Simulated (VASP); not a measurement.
# GePPd3 (Pm-3m) in VASP: a series of runs

Runs on GePPd3. Level: PBE. Tasks: single point, relaxation of cell and atoms.

All numbers are computed with VASP 6.6.1; they aren't measurements. Logs are shortened: lines on timing, memory, paths and dates and some standing lists are left out, and cuts for length are marked.

### Step 1. The cell of the first run

Symmetry: Pm-3m, No. 221, cubic system. The conventional cell has a = 4.609 Å, b = 4.609 Å, c = 4.609 Å, α = 90.00°, β = 90.00°, γ = 90.00°. Ge (site symmetry m-3m) has 6 Pd at 2.30 Å within 3.0 Å. P (site symmetry m-3m) has 12 Pd at 3.26 Å and 8 Ge at 3.99 Å within 4.3 Å. Pd (site symmetry 4/mmm) has 2 Ge at 2.30 Å within 3.0 Å.

### Step 2. Single point, PBE

File INCAR:

```
ALGO     = Normal         # electronic algorithm
EDIFF    = 1E-6           # SCF threshold, eV
ENCUT    = 520            # plane-wave cutoff, eV
GGA      = PE             # functional
ISIF     = 2              # what is computed and relaxed
ISMEAR   = 0              # smearing method
LASPH    = True           # aspherical terms in the spheres
LCHARG   = True           # write CHGCAR
LELF     = True           # ELF
LREAL    = False          # projectors in reciprocal space
LVHAR    = True         
LWAVE    = False          # write WAVECAR
NBANDS   = 32             # bands
NELM     = 60             # most SCF steps
PREC     = Accurate       # precision mode
SIGMA    = 0.1            # smearing width, eV
```

File KPOINTS:

```
k-points
0
Gamma
  8 8 8
```

File POSCAR:

```
GePPd3
1.0
    4.6092397356      0.0000000000      0.0000000000
    0.0000000000      4.6092397356      0.0000000000
    0.0000000000      0.0000000000      4.6092397356
Ge P Pd
1 1 3
Direct
    0.5000000000      0.5000000000      0.5000000000
    0.0000000000      0.0000000000      0.0000000000
    0.0000000000      0.5000000000      0.5000000000
    0.5000000000      0.0000000000      0.5000000000
    0.5000000000      0.5000000000      0.0000000000
```

Potentials or basis: VASP PAW PBE potentials, release 64 (Ge_d, P, Pd).

Command:

```
> cat potpaw_PBE.64/Ge_d/POTCAR potpaw_PBE.64/P/POTCAR potpaw_PBE.64/Pd/POTCAR > POTCAR
> mpirun -np 1 vasp_std > vasp.out
```

OUTCAR:

```text
EDIFF = 1E-6
   ENCUT = 520
   GGA = PE
   ISIF = 2
   ISMEAR = 0
   LASPH = True
   LREAL = False
   NELM = 60
   PREC = Accurate

 ion  position               nearest neighbor table
   1  0.500  0.500  0.500-   3 2.30   4 2.30   5 2.30   5 2.30   4 2.30   3 2.30
   2  0.000  0.000  0.000-
   3  0.000  0.500  0.500-   1 2.30   1 2.30   5 3.26   5 3.26   4 3.26   4 3.26   4 3.26   5 3.26
                             5 3.26   4 3.26
   4  0.500  0.000  0.500-   1 2.30   1 2.30   5 3.26   5 3.26   3 3.26   3 3.26   5 3.26   5 3.26
                             3 3.26   3 3.26
   5  0.500  0.500  0.000-   1 2.30   1 2.30   4 3.26   3 3.26   3 3.26   4 3.26   4 3.26   4 3.26
                             3 3.26   3 3.26

  LATTYP: Found a simple cubic cell.
 ALAT       =     4.6092397356

  Lattice vectors:

 A1 = (   4.6092397356,   0.0000000000,   0.0000000000)
 A2 = (   0.0000000000,   4.6092397356,   0.0000000000)
 A3 = (   0.0000000000,   0.0000000000,   4.6092397356)

Analysis of symmetry for initial positions (statically):
=====================================================================
 Subroutine PRICEL returns:
 Original cell was already a primitive cell.

 Routine SETGRP: Setting up the symmetry group for a
 simple cubic supercell.

 Subroutine GETGRP returns: Found 48 space group operations
 (whereof 48 operations were pure point group operations)
 out of a pool of 48 trial point group operations.

The static configuration has the point symmetry O_h .

Analysis of symmetry for dynamics (positions and initial velocities):
=====================================================================
 Subroutine PRICEL returns:
 Original cell was already a primitive cell.

 Routine SETGRP: Setting up the symmetry group for a
 simple cubic supercell.

 Subroutine GETGRP returns: Found 48 space group operations
 (whereof 48 operations were pure point group operations)
 out of a pool of 48 trial point group operations.

The dynamic configuration has the point symmetry O_h .

 Subroutine INISYM returns: Found 48 space group operations
 (whereof 48 operations are pure point group operations),
 and found     1 'primitive' translations

----------------------------------------------------------------------------------------

                                     Primitive cell

  volume of cell :      97.9237

  direct lattice vectors                    reciprocal lattice vectors
     4.609239736  0.000000000  0.000000000     0.216955519  0.000000000  0.000000000
     0.000000000  4.609239736  0.000000000     0.000000000  0.216955519  0.000000000
     0.000000000  0.000000000  4.609239736     0.000000000  0.000000000  0.216955519

  length of vectors
     4.609239736  4.609239736  4.609239736     0.216955519  0.216955519  0.216955519

  position of ions in fractional coordinates (direct lattice)
     0.500000000  0.500000000  0.500000000
     0.000000000  0.000000000  0.000000000
     0.000000000  0.500000000  0.500000000
     0.500000000  0.000000000  0.500000000
     0.500000000  0.500000000  0.000000000

  ion indices of the primitive-cell ions
   primitive index   ion index
                 1           1
                 2           2
                 3           3
                 4           4
                 5           5

----------------------------------------------------------------------------------------

 KPOINTS: k-points

Automatic generation of k-mesh.
 Grid dimensions read from file:
 generate k-points for:    8    8    8

 Generating k-lattice:

  Cartesian coordinates                     Fractional coordinates (reciprocal lattice)
     0.027119440  0.000000000  0.000000000     0.125000000  0.000000000  0.000000000
     0.000000000  0.027119440  0.000000000     0.000000000  0.125000000  0.000000000
     0.000000000  0.000000000  0.027119440     0.000000000  0.000000000  0.125000000

  Length of vectors
     0.027119440  0.027119440  0.027119440

  Shift w.r.t. Gamma in fractional coordinates (k-lattice)
     0.000000000  0.000000000  0.000000000

 Subroutine IBZKPT returns following result:
 ===========================================

 Found     35 irreducible k-points:

 Following reciprocal coordinates:
            Coordinates               Weight
  0.000000  0.000000  0.000000      1.000000
  0.125000  0.000000  0.000000      6.000000
  0.250000  0.000000  0.000000      6.000000
  0.375000  0.000000  0.000000      6.000000
  0.500000  0.000000  0.000000      3.000000
  0.125000  0.125000  0.000000     12.000000
[... 16 lines left out ...]
  0.375000  0.375000  0.125000     24.000000
  0.500000  0.375000  0.125000     24.000000
 [... further k-points ...]
   k-points           NKPTS =     35   k-points in BZ     NKDIM =     35   number of bands    NBANDS=     32
   number of dos      NEDOS =    301   number of ions     NIONS =      5
   total plane-waves  NPLWV =  46656
   dimension x,y,z NGX =    36 NGY =   36 NGZ =   36
   dimension x,y,z NGXF=    72 NGYF=   72 NGZF=   72
   ions per type =               1   1   3
   NGX,Y,Z   is equivalent  to a cutoff of  12.98, 12.98, 12.98 a.u.
   NGXF,Y,Z  is equivalent  to a cutoff of  25.97, 25.97, 25.97 a.u.
 SYSTEM =  unknown system
   PREC   = accura    normal or accurate (medium, high low for compatibility)
   ISTART =      0    job   : 0-new  1-cont  2-samecut
   ICHARG =      2    charge: 1-file 2-atom 10-const
   ISPIN  =      1    spin polarized calculation?
   LNONCOLLINEAR =      F non collinear calculations
   LSORBIT =      F    spin-orbit coupling
   LASPH  =      T    aspherical Exc in radial PAW
   ENCUT  =  520.0 eV  38.22 Ry    6.18 a.u.   8.57  8.57  8.57*2*pi/ulx,y,z
   NELM   =     60;   NELMIN=  2; NELMDL= -5     # of ELM steps
   EDIFF  = 0.1E-05   stopping-criterion for ELM
   LREAL  =      F    real-space projection
   EDIFFG = 0.1E-04   stopping-criterion for IOM
   NSW    =      0    number of steps for IOM
   IBRION =     -1    ionic relax: 0-MD 1-quasi-New 2-CG
   NFREE  =      0    steps in history (QN), initial steepest desc. (CG)
   ISIF   =      2    stress and relaxation
   ISYM   =      2    0-nonsym 1-usesym 2-fastsym
   POTIM  = 0.5000    time-step for ionic-motion
   TEBEG  =    0.0;   TEEND  =   0.0 temperature during run
   PSTRESS=    0.0 pullay stress
   NELECT =      49.0000    total number of electrons
   NUPDOWN=      -1.0000    fix difference up-down
   EMIN   =  10.00;   EMAX   =-10.00  energy-range for DOS
   EFERMI =   0.00;   METHOD = LEGACY
   ISMEAR =     0;   SIGMA  =   0.10  broadening in eV -4-tet -1-fermi 0-gaus
   EFERMI_NEDOS =   21; number of points for ismear=-14 and -15
   IALGO  =     38    algorithm
   IMIX   =      4    mixing-type and parameters
     AMIX     =   0.40;   BMIX     =  1.00
     AMIX_MAG =   1.60;   BMIX_MAG =  1.00
  volume/ion in A,a.u.               =      19.58       132.16
  Fermi-wavevector in a.u.,A,eV,Ry     =   1.299703  2.456083 22.983352  1.689229
  Thomas-Fermi vector in A             =   2.430950
   LORBIT       =      0    0 simple, 1 ext, 2 COOP (PROOUT), +10 PAW based schemes
   GGA     = PE    functional components
   LHFCALC =     F    Hartree Fock is set to
   AEXX    =    0.0000 exact exchange contribution
   IVDW    =     0    specifies the selected vdW correction
   LEPSILON=     F    determine dielectric tensor
   LRPA    =     F    only Hartree local field effects (RPA)
 non-spin polarized calculation
 Gauss-broadening in eV      SIGMA  =   0.10
  energy-cutoff  :      520.00
  volume of cell :       97.92
 maximum number of plane-waves:      2666
 NGX is ok and might be reduce to    36
   NGX = 17   NGY = 17   NGZ = 17

 number of electron      48.9999991 magnetization

 Free energy of the ion-electron system (eV)
  ---------------------------------------------------
  ext. energy  EPLUGINS =         0.00000000
  ---------------------------------------------------
  free energy    TOTEN  =       -23.31295271 eV

  energy without entropy =      -23.30287364  energy(sigma->0) =      -23.30791318

 E-fermi :   5.9887     XC(G=0): -10.9654

 val. band max:        5.9779831587   @ k =   0.3750   0.2500   0.1250
 cond. band min:       6.0703369056   @ k =   0.2500   0.2500   0.0000
 fundamental gap:      0.0923537469
 Fermi energy:         5.9887452368

 k-point     1 :       0.0000    0.0000    0.0000
  band No.  band energies     occupation
      1     -18.5719      2.00000
      2     -18.5719      2.00000
      3     -18.4706      2.00000
      4     -18.4706      2.00000
      5     -18.4706      2.00000
      6      -5.1617      2.00000
[... 24 lines left out ...]
     31      12.2254      0.00000
     32      15.1575      0.00000

 k-point     2 :       0.1250    0.0000    0.0000
  band No.  band energies     occupation
      1     -18.5719      2.00000
      2     -18.5670      2.00000
      3     -18.4706      2.00000
      4     -18.4701      2.00000
      5     -18.4701      2.00000
      6      -5.0719      2.00000
[... 24 lines left out ...]
     31      12.5357      0.00000
     32      14.2663      0.00000

 k-point     3 :       0.2500    0.0000    0.0000
  band No.  band energies     occupation
      1     -18.5719      2.00000
      2     -18.5551      2.00000
      3     -18.4706      2.00000
      4     -18.4688      2.00000
      5     -18.4688      2.00000
      6      -4.8239      2.00000
[... 24 lines left out ...]
     31      13.0037      0.00000
     32      13.3700      0.00000

 k-point     4 :       0.3750    0.0000    0.0000
  band No.  band energies     occupation
      1     -18.5718      2.00000
      2     -18.5431      2.00000
      3     -18.4706      2.00000
      4     -18.4674      2.00000
      5     -18.4674      2.00000
      6      -4.5012      2.00000
[... 654 lines left out ...]
     31      12.0336      0.00000
     32      12.3160      0.00000

 k-point    23 :       0.3750    0.3750    0.1250
  band No.  band energies     occupation
      1     -18.5526      2.00000
      2     -18.5282      2.00000
      3     -18.4668      2.00000
      4     -18.4668      2.00000
      5     -18.4642      2.00000
      6      -3.7475      2.00000
[... 24 lines left out ...]
     31      11.9964      0.00000
     32      12.4036      0.00000

 k-point    24 :       0.5000    0.3750    0.1250
  band No.  band energies     occupation
      1     -18.5515      2.00000
      2     -18.5242      2.00000
      3     -18.4668      2.00000
      4     -18.4663      2.00000
      5     -18.4637      2.00000
      6      -3.5616      2.00000
[... 24 lines left out ...]
     31      11.9903      0.00000
     32      12.1863      0.00000

 [... further k-points ...]
[... 5 lines left out ...]
  --------------------------------------------------------------------------------------
  -------------------------------------------------------------------------------------
  Total        0.1945997      0.1945997      0.1945997      0.0000000     -0.0000000      0.0000000
  in kB        3.1839403      3.1839403      3.1839403      0.0000000     -0.0000000      0.0000000
  external PRESSURE =       3.1839403 kB  Pullay stress =       0.0000000 kB

 VOLUME and BASIS-vectors are now :
 -----------------------------------------------------------------------------
  energy-cutoff  :      520.00
  volume of cell :       97.92
      direct lattice vectors                 reciprocal lattice vectors
     4.609239736  0.000000000  0.000000000     0.216955519  0.000000000  0.000000000
     0.000000000  4.609239736  0.000000000     0.000000000  0.216955519  0.000000000
     0.000000000  0.000000000  4.609239736     0.000000000  0.000000000  0.216955519

 POSITION                                       TOTAL-FORCE (eV/Angst)
 -----------------------------------------------------------------------------------
      2.30462      2.30462      2.30462         0.000000      0.000000      0.000000
      0.00000      0.00000      0.00000         0.000000      0.000000      0.000000
      0.00000      2.30462      2.30462         0.000000      0.000000      0.000000
      2.30462      0.00000      2.30462         0.000000      0.000000      0.000000
      2.30462      2.30462      0.00000         0.000000      0.000000      0.000000
 -----------------------------------------------------------------------------------
    total drift:                                0.000000      0.000000      0.000000

  FREE ENERGIE OF THE ION-ELECTRON SYSTEM (eV)
  ---------------------------------------------------
  free  energy   TOTEN  =       -23.3129527148 eV

  energy  without entropy=      -23.3028736361  energy(sigma->0) =      -23.30791318
```

It took 2.8 min on 1 thread of Intel Xeon 8259CL, shared host; peak memory 0.27 GiB.

What came out:

```yaml
Free_energy: -23.3130 eV
Pressure: 0.3 GPa
Band_gap_on_the_k_mesh: zero (an odd number of electrons rules out a gap without spin polarisation)
```

Levels at points of the mesh, in eV from the Fermi level:
```csv
k point,band 21,band 22,band 23,band 24,band 25,band 26,band 27,band 28,band 29,band 30
"(0.00, 0.00, 0.00)",-1.71,-1.38,-1.38,-1.38,-0.96,0.60,0.60,0.60,3.90,3.90
"(0.50, 0.00, 0.00)",-1.44,-1.38,-1.00,0.42,0.42,0.93,0.93,1.14,4.69,5.46
"(0.50, 0.50, 0.00)",-1.69,-1.47,-0.90,-0.90,1.07,2.44,2.55,2.55,2.69,3.64
"(0.50, 0.50, 0.50)",-1.51,-1.51,-1.22,-1.22,-1.22,1.16,1.16,1.16,6.13,6.13
```

(Part 1 of 2 ends here.)

The gap in the log of VASP goes by the Fermi energy; the results here count the filled bands.